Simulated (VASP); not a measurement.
Input of a VASP 6.6.1 run:

INCAR

```
SYSTEM = Cu
PREC = Accurate ; ENCUT = 520
EDIFF = 1E-6 ; ISMEAR = -1
SIGMA = 0.1 ; LREAL = .FALSE.
LASPH = .TRUE. ; NELM = 60
ALGO = Normal ; ISIF = 2
LWAVE = .FALSE. ; LCHARG = .TRUE.
LDIPOL = .TRUE. ; IDIPOL = 3
DIPOL = 0.5 0.5 0.500 ; GGA = PE
LELF = .TRUE. ; LVHAR = .TRUE.
LVACPOTAV = .TRUE. ; EFIELD = -0.3
NBANDS = 24
```

Contents of KPOINTS:

```
Automatic mesh
0
G
  15 15 1
  0 0 0
```

The input POSCAR:

```
Cu
1.0
    2.5665139637      0.0000000000      0.0000000000
   -1.2832569818      2.2226662917      0.0000000000
    0.0000000000      0.0000000000     20.1911000000
Cu
3
Direct
    0.1666666667      0.3333333333      0.3974439066
    0.5000000000      1.0000000000      0.4999999857
    0.8333333333      0.6666666667      0.6025561074
```

Potentials or basis: VASP PAW PBE potentials, release 64 (Cu).

Launch:

```console
$ cat potpaw_PBE.64/Cu/POTCAR > POTCAR
$ mpirun -np 1 vasp_std > vasp.out
```

**Question.** Estimate the largest force.

**Answer.** 0.026 eV/Å.

**Question.** Predict the band gap on the k mesh.

**Answer.** Zero (an odd number of electrons rules out a gap without spin polarisation).

Forces on the atoms (eV/Å):
```
Cu   0.000  0.000 -0.026
Cu   0.000  0.000  0.008
Cu   0.000  0.000  0.018
```
